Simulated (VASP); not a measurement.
Rh, 4 atoms in the cell. The structure is hexagonal, space group P6_3/mmc (No. 194). Conventional cell: a = 2.692 Å, b = 2.692 Å, c = 8.798 Å, α = 90.00°, β = 90.00°, γ = 120.00°. Rh (site symmetry -3m) has 12 Rh at 2.69 Å within 3.5 Å. Rh (site symmetry -6m2) has 12 Rh at 2.69 Å within 3.5 Å. This isn't the form of Rh at room conditions, which is fcc.

| Property | Result |
| --- | --- |
| Program | VASP 6.6.1 |
| Task | single point |
| Functional | LDA |
| Potentials or basis | VASP PAW LDA potentials, release 64 (Rh_sv_GW) |
| Cutoff | 460 eV |
| k mesh | 8 × 8 × 2 |
| Occupations | methfessel-paxton, width 0.05 eV |
| Spin | no spin polarisation |
| Dipole correction | no |
| k mesh for the DOS | 12 × 12 × 3 |
| Occupations for the DOS | tetrahedron |
| Further INCAR settings | ALGO = Normal; EDIFF = 1e-06; NBANDS = 42 |

Potentials or basis: VASP PAW LDA potentials, release 64 (Rh_sv_GW).

Launch:

```bash
$ cat potpaw_LDA.64/Rh_sv_GW/POTCAR > POTCAR
$ cp INCAR.step1 INCAR
$ cp KPOINTS.step1 KPOINTS
$ mpirun -np 1 vasp_std > vasp.out
$ cp INCAR.step2 INCAR
$ cp KPOINTS.step2 KPOINTS
$ mpirun -np 1 vasp_std > vasp.out
```

Hardware: 1 thread of Intel(R) Xeon(R) Platinum 8488C (Sapphire Rapids), with other jobs on the host.

Question: Estimate the wall time of this run.

Answer: Run time: 2.4 min on 1 thread of Intel(R) Xeon(R) Platinum 8488C (Sapphire Rapids), on a shared host, peak memory 0.18 GiB. Counts: k points 38.
